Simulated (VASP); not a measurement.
Write the native input for VASP 6.6.1 that does the following.

```yaml
Task: relaxation of shape and atoms at fixed volume
Functional: PBEsol
Potentials_or_basis: VASP PAW PBE potentials, release 64 (Te, Au)
Cutoff: 600 eV
k_mesh: 12 × 12 × 8
Occupations: gaussian, width 0.05 eV
Spin: no spin polarisation
Dipole_correction: no
Further_INCAR_settings: ALGO = Normal; EDIFF = 1e-06; IBRION = 2; EDIFFG = -0.01; NSW = 60; ISIF = 4
```

The structure of Te2Au (Calaverite) lies in POSCAR:

```
Te2Au
1.0
    4.0492216194      0.0000000000      0.0000000000
   -2.0246108097      3.5067287880      0.0000000000
    0.0000000000      0.0000000000      4.9239543086
Te Au
2 1
Direct
    0.6666666667      0.3333333333      0.2917253770
    0.3333333333      0.6666666667      0.7082746230
    0.0000000000      0.0000000000      0.0000000000
```

This cell differs from its parent crystal: volume scaled by 0.920.

These files were run (other wordings do the same):

INCAR

```
ALGO = Normal ; EDIFF = 1E-6
EDIFFG = -0.01 ; ENCUT = 600
GGA = PS ; IBRION = 2
ISIF = 4 ; ISMEAR = 0
LASPH = True ; LCHARG = False
LREAL = False ; LWAVE = False
NELM = 100 ; NSW = 60
PREC = Accurate ; SIGMA = 0.05
```

KPOINTS

```
k-points
0
Gamma
  12 12 8
```

Potentials or basis: VASP PAW PBE potentials, release 64 (Te, Au).

Command:

```console
$ cat potpaw_PBE.64/Te/POTCAR potpaw_PBE.64/Au/POTCAR > POTCAR
$ mpirun -np 1 vasp_std > vasp.out
```

Results of the run:

| Property | Result |
| --- | --- |
| Energy gained by relaxing | 0.7 meV/atom |
| Ionic steps | 3 |
| Pressure after relaxing | 8.3 GPa |
| Largest force after relaxing | 0.003 eV/Å |

Caveat: the PAW data sets were made with another functional, which shifts forces and pressure a little.

Run time: 2.9 min on 1 thread of Intel(R) Xeon(R) 6975P-C (Granite Rapids), on a shared host, peak memory 0.33 GiB.
